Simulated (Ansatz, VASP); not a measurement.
One calculation of Br, two programs

```xyz
3
Lattice="4.0762 0.0000 0.0000 -2.0381 3.5301 0.0000 0.0000 0.0000 6.4554" Properties=species:S:1:pos:R:3 pbc="T T T"
Br   -1.0190    1.7650    2.1518
Br    1.0190    1.7650    4.3036
Br    2.0381    0.0000    0.0000
```

Alike in both runs: task relaxation of cell and atoms; functional PBE; k mesh 12 × 12 × 8; occupations gaussian, width 0.1 eV; no spin polarisation.

```csv
,VASP,Ansatz
version,VASP 6.6.1,Ansatz 0.2.0
potentials or method,"VASP PAW PBE potentials, release 64 (Br), cutoff 600 eV","scalar-relativistic, plane waves, PAW"
valence electrons in the cell,21,21
```

```tsv
	VASP	Ansatz	Ansatz less VASP
gap on the k mesh at the Fermi level, each at its own relaxed structure (eV)	none	none	-
relaxed volume (Å³/atom)	30.28	30.21	-0.075
relaxed cell length with the largest relative difference (Å)	4.001	3.992	-0.0088
```

A gap of «none» marks a metal or a gap that the smearing closes.
